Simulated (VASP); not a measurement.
# Li2Se (Fm-3m) in VASP: single point with LDA

Aim: the single point of Li2Se with LDA.

Everything below comes from runs of VASP 6.6.1. Logs are shortened: lines on timing, memory, paths and dates and some standing lists are left out, and cuts for length are marked.

**1. The cell of the first run**

Symmetry: Fm-3m, No. 225, cubic system. The conventional cell has a = 6.005 Å, b = 6.005 Å, c = 6.005 Å, α = 90.00°, β = 90.00°, γ = 90.00°. Li (site symmetry -43m) has 4 Se at 2.60 Å and 6 Li at 3.00 Å within 3.4 Å. Within 3.4 Å of Se (site symmetry m-3m) lie 8 Li at 2.60 Å.

**2. Single point, LDA**

INCAR

```
SYSTEM = Li2Se
PREC = Accurate ; ENCUT = 750
EDIFF = 1E-6 ; ISMEAR = 0
SIGMA = 0.05 ; LREAL = .False.
LASPH = .True. ; NELM = 120
ALGO = Normal ; ISIF = 2
LWAVE = .False. ; LCHARG = .False.
GGA = CA ; NBANDS = 13
GGA_COMPAT = .False.
```

KPOINTS

```
Automatic mesh
0
Gamma
  8 8 8
  0 0 0
```

POSCAR

```
Li2Se
1.0
    0.0000000000      3.0025000000      3.0025000000
    3.0025000000      0.0000000000      3.0025000000
    3.0025000000      3.0025000000      0.0000000000
Li Se
2 1
Direct
    0.2500000000      0.2500000000      0.2500000000
    0.7500000000      0.7500000000      0.7500000000
    0.0000000000      0.0000000000      0.0000000000
```

Potentials or basis: VASP PAW LDA potentials, release 64 (Li_sv, Se).

On the command line:

```
$ cat potpaw_LDA.64/Li_sv/POTCAR potpaw_LDA.64/Se/POTCAR > POTCAR
$ mpirun -np 1 vasp_std > vasp.out
```

OUTCAR:

```text
SYSTEM = Li2Se
   PREC = Accurate
   ENCUT = 750
   EDIFF = 1E-6
   ISMEAR = 0
   LREAL = .False.
   LASPH = .True.
   NELM = 120
   ISIF = 2
   GGA = CA

 ion  position               nearest neighbor table
   1  0.250  0.250  0.250-   3 2.60   3 2.60   3 2.60   3 2.60
   2  0.750  0.750  0.750-   3 2.60   3 2.60   3 2.60   3 2.60
   3  0.000  0.000  0.000-   1 2.60   2 2.60   2 2.60   2 2.60   2 2.60   1 2.60   1 2.60   1 2.60

  LATTYP: Found a face centered cubic cell.
 ALAT       =     6.0050000000

  Lattice vectors:

 A1 = (   0.0000000000,   3.0025000000,   3.0025000000)
 A2 = (   3.0025000000,   0.0000000000,   3.0025000000)
 A3 = (   3.0025000000,   3.0025000000,   0.0000000000)

Analysis of symmetry for initial positions (statically):
=====================================================================
 Subroutine PRICEL returns:
 Original cell was already a primitive cell.

 Routine SETGRP: Setting up the symmetry group for a
 face centered cubic supercell.

 Subroutine GETGRP returns: Found 48 space group operations
 (whereof 48 operations were pure point group operations)
 out of a pool of 48 trial point group operations.

The static configuration has the point symmetry O_h .

Analysis of symmetry for dynamics (positions and initial velocities):
=====================================================================
 Subroutine PRICEL returns:
 Original cell was already a primitive cell.

 Routine SETGRP: Setting up the symmetry group for a
 face centered cubic supercell.

 Subroutine GETGRP returns: Found 48 space group operations
 (whereof 48 operations were pure point group operations)
 out of a pool of 48 trial point group operations.

The dynamic configuration has the point symmetry O_h .

 Subroutine INISYM returns: Found 48 space group operations
 (whereof 48 operations are pure point group operations),
 and found     1 'primitive' translations

----------------------------------------------------------------------------------------

                                     Primitive cell

  volume of cell :      54.1351

  direct lattice vectors                    reciprocal lattice vectors
     0.000000000  3.002500000  3.002500000    -0.166527893  0.166527893  0.166527893
     3.002500000  0.000000000  3.002500000     0.166527893 -0.166527893  0.166527893
     3.002500000  3.002500000  0.000000000     0.166527893  0.166527893 -0.166527893

  length of vectors
     4.246176221  4.246176221  4.246176221     0.288434772  0.288434772  0.288434772

  position of ions in fractional coordinates (direct lattice)
     0.250000000  0.250000000  0.250000000
     0.750000000  0.750000000  0.750000000
     0.000000000  0.000000000  0.000000000

  ion indices of the primitive-cell ions
   primitive index   ion index
                 1           1
                 2           2
                 3           3

----------------------------------------------------------------------------------------

 KPOINTS: Automatic mesh

Automatic generation of k-mesh.
 Grid dimensions read from file:
 generate k-points for:    8    8    8

 Generating k-lattice:

  Cartesian coordinates                     Fractional coordinates (reciprocal lattice)
    -0.020815987  0.020815987  0.020815987     0.125000000  0.000000000  0.000000000
     0.020815987 -0.020815987  0.020815987     0.000000000  0.125000000  0.000000000
     0.020815987  0.020815987 -0.020815987     0.000000000  0.000000000  0.125000000

  Length of vectors
     0.036054347  0.036054347  0.036054347

  Shift w.r.t. Gamma in fractional coordinates (k-lattice)
     0.000000000  0.000000000  0.000000000

 Subroutine IBZKPT returns following result:
 ===========================================

 Found     29 irreducible k-points:

 Following reciprocal coordinates:
            Coordinates               Weight
  0.000000  0.000000  0.000000      1.000000
  0.125000  0.000000  0.000000      8.000000
  0.250000  0.000000  0.000000      8.000000
  0.375000  0.000000  0.000000      8.000000
  0.500000  0.000000  0.000000      4.000000
  0.125000  0.125000  0.000000      6.000000
[... 16 lines left out ...]
  0.500000  0.250000  0.125000     48.000000
 -0.375000  0.250000  0.125000     24.000000
 [... further k-points ...]
   k-points           NKPTS =     29   k-points in BZ     NKDIM =     29   number of bands    NBANDS=     13
   number of dos      NEDOS =    301   number of ions     NIONS =      3
   total plane-waves  NPLWV =  64000
   dimension x,y,z NGX =    40 NGY =   40 NGZ =   40
   dimension x,y,z NGXF=    80 NGYF=   80 NGZF=   80
   ions per type =               2   1
   NGX,Y,Z   is equivalent  to a cutoff of  15.66, 15.66, 15.66 a.u.
   NGXF,Y,Z  is equivalent  to a cutoff of  31.32, 31.32, 31.32 a.u.
 SYSTEM =  Li2Se
   PREC   = accura    normal or accurate (medium, high low for compatibility)
   ISTART =      0    job   : 0-new  1-cont  2-samecut
   ICHARG =      2    charge: 1-file 2-atom 10-const
   ISPIN  =      1    spin polarized calculation?
   LNONCOLLINEAR =      F non collinear calculations
   LSORBIT =      F    spin-orbit coupling
   LASPH  =      T    aspherical Exc in radial PAW
   ENCUT  =  750.0 eV  55.12 Ry    7.42 a.u.   9.48  9.48  9.48*2*pi/ulx,y,z
   NELM   =    120;   NELMIN=  2; NELMDL= -5     # of ELM steps
   EDIFF  = 0.1E-05   stopping-criterion for ELM
   LREAL  =      F    real-space projection
   EDIFFG = 0.1E-04   stopping-criterion for IOM
   NSW    =      0    number of steps for IOM
   IBRION =     -1    ionic relax: 0-MD 1-quasi-New 2-CG
   NFREE  =      0    steps in history (QN), initial steepest desc. (CG)
   ISIF   =      2    stress and relaxation
   ISYM   =      2    0-nonsym 1-usesym 2-fastsym
   POTIM  = 0.5000    time-step for ionic-motion
   TEBEG  =    0.0;   TEEND  =   0.0 temperature during run
   PSTRESS=    0.0 pullay stress
   NELECT =      12.0000    total number of electrons
   NUPDOWN=      -1.0000    fix difference up-down
   EMIN   =  10.00;   EMAX   =-10.00  energy-range for DOS
   EFERMI =   0.00;   METHOD = LEGACY
   ISMEAR =     0;   SIGMA  =   0.05  broadening in eV -4-tet -1-fermi 0-gaus
   EFERMI_NEDOS =   21; number of points for ismear=-14 and -15
   IALGO  =     38    algorithm
   IMIX   =      4    mixing-type and parameters
     AMIX     =   0.40;   BMIX     =  1.00
     AMIX_MAG =   1.60;   BMIX_MAG =  1.00
  volume/ion in A,a.u.               =      18.05       121.77
  Fermi-wavevector in a.u.,A,eV,Ry     =   0.990776  1.872296 13.355989  0.981637
  Thomas-Fermi vector in A             =   2.122471
   LORBIT       =      0    0 simple, 1 ext, 2 COOP (PROOUT), +10 PAW based schemes
   GGA     = CA    functional components
   LHFCALC =     F    Hartree Fock is set to
   AEXX    =    0.0000 exact exchange contribution
   IVDW    =     0    specifies the selected vdW correction
   LEPSILON=     F    determine dielectric tensor
   LRPA    =     F    only Hartree local field effects (RPA)
 non-spin polarized calculation
 Gauss-broadening in eV      SIGMA  =   0.05
  energy-cutoff  :      750.00
  volume of cell :       54.14
 maximum number of plane-waves:      2565
 NGX is ok and might be reduce to    40
   NGX = 19   NGY = 19   NGZ = 19

 number of electron      12.0000003 magnetization

 Free energy of the ion-electron system (eV)
  ---------------------------------------------------
  ext. energy  EPLUGINS =         0.00000000
  ---------------------------------------------------
  free energy    TOTEN  =       -12.14495048 eV

  energy without entropy =      -12.14495048  energy(sigma->0) =      -12.14495048

 E-fermi :   1.2199     XC(G=0):  -8.5377

 val. band max:        0.9728441233   @ k =   0.0000   0.0000   0.0000
 cond. band min:       3.7810838548   @ k =   0.5000   0.5000   0.0000
 fundamental gap:      2.8082397315
 Fermi energy:         1.2199205191

 k-point     1 :       0.0000    0.0000    0.0000
  band No.  band energies     occupation
      1     -42.7485      2.00000
      2     -42.7216      2.00000
      3     -10.4468      2.00000
      4       0.9728      2.00000
      5       0.9728      2.00000
      6       0.9728      2.00000
      7       4.1790      0.00000
      8       6.4438      0.00000
      9       6.4438      0.00000
     10       6.4438      0.00000
     11      11.5340      0.00000
     12      11.5341      0.00000
     13      11.6755      0.00000

 k-point     2 :       0.1250    0.0000    0.0000
  band No.  band energies     occupation
      1     -42.7475      2.00000
      2     -42.7225      2.00000
      3     -10.3992      2.00000
      4       0.3038      2.00000
      5       0.8782      2.00000
      6       0.8782      2.00000
      7       4.6754      0.00000
      8       6.6734      0.00000
      9       6.6734      0.00000
     10       6.8171      0.00000
     11      10.2425      0.00000
     12      10.2425      0.00000
     13      11.7893      0.00000

 k-point     3 :       0.2500    0.0000    0.0000
  band No.  band energies     occupation
      1     -42.7444      2.00000
      2     -42.7252      2.00000
      3     -10.2778      2.00000
      4      -0.8136      2.00000
      5       0.6759      2.00000
      6       0.6759      2.00000
      7       5.3332      0.00000
      8       6.9889      0.00000
      9       6.9889      0.00000
     10       7.7149      0.00000
     11       9.8835      0.00000
     12       9.8835      0.00000
     13      12.1815      0.00000
[... 305 lines left out ...]
 k-point    23 :       0.5000    0.2500    0.1250
  band No.  band energies     occupation
      1     -42.7387      2.00000
      2     -42.7303      2.00000
      3     -10.0789      2.00000
      4      -1.4518      2.00000
      5      -0.3205      2.00000
      6       0.1699      2.00000
      7       6.0029      0.00000
      8       6.8216      0.00000
      9       8.0872      0.00000
     10       8.6060      0.00000
     11      10.1290      0.00000
     12      12.0257      0.00000
     13      13.8169      0.00000

 k-point    24 :      -0.3750    0.2500    0.1250
  band No.  band energies     occupation
      1     -42.7344      2.00000
      2     -42.7344      2.00000
      3     -10.0323      2.00000
      4      -1.6698      2.00000
      5      -0.3503      2.00000
      6       0.0236      2.00000
      7       6.2498      0.00000
      8       6.5752      0.00000
      9       8.4751      0.00000
     10       9.2109      0.00000
     11      10.2056      0.00000
     12      11.4938      0.00000
     13      13.4807      0.00000

 [... further k-points ...]

------------------------ aborting loop because EDIFF is reached ----------------------------------------

  FORCE on cell =-STRESS in cart. coord.  units (eV):
  Direction    XX          YY          ZZ          XY          YZ          ZX
  --------------------------------------------------------------------------------------
  -------------------------------------------------------------------------------------
  Total       -0.8817102     -0.8817102     -0.8817102      0.0000000     -0.0000000      0.0000000
  in kB      -26.0950057    -26.0950057    -26.0950057      0.0000000     -0.0000000      0.0000000
  external PRESSURE =     -26.0950057 kB  Pullay stress =       0.0000000 kB

 VOLUME and BASIS-vectors are now :
 -----------------------------------------------------------------------------
  energy-cutoff  :      750.00
  volume of cell :       54.14
      direct lattice vectors                 reciprocal lattice vectors
     0.000000000  3.002500000  3.002500000    -0.166527893  0.166527893  0.166527893
     3.002500000  0.000000000  3.002500000     0.166527893 -0.166527893  0.166527893
     3.002500000  3.002500000  0.000000000     0.166527893  0.166527893 -0.166527893

 POSITION                                       TOTAL-FORCE (eV/Angst)
 -----------------------------------------------------------------------------------
      1.50125      1.50125      1.50125         0.000000      0.000000      0.000000
      4.50375      4.50375      4.50375        -0.000000     -0.000000     -0.000000
      0.00000      0.00000      0.00000         0.000000     -0.000000      0.000000
 -----------------------------------------------------------------------------------
    total drift:                                0.000000     -0.000000      0.000000

  FREE ENERGIE OF THE ION-ELECTRON SYSTEM (eV)
  ---------------------------------------------------
  free  energy   TOTEN  =       -12.1449504846 eV

  energy  without entropy=      -12.1449504846  energy(sigma->0) =      -12.14495048
```

Wall time 27 s (1 thread of AMD EPYC 7R13 (Zen 3), shared host); peak memory 0.17 GiB.

Results:

| Property | Result |
| --- | --- |
| Free energy | -12.1450 eV |
| Pressure | -2.6 GPa |
| Band gap on the k mesh | 2.81 eV (least direct gap 3.21 eV) |
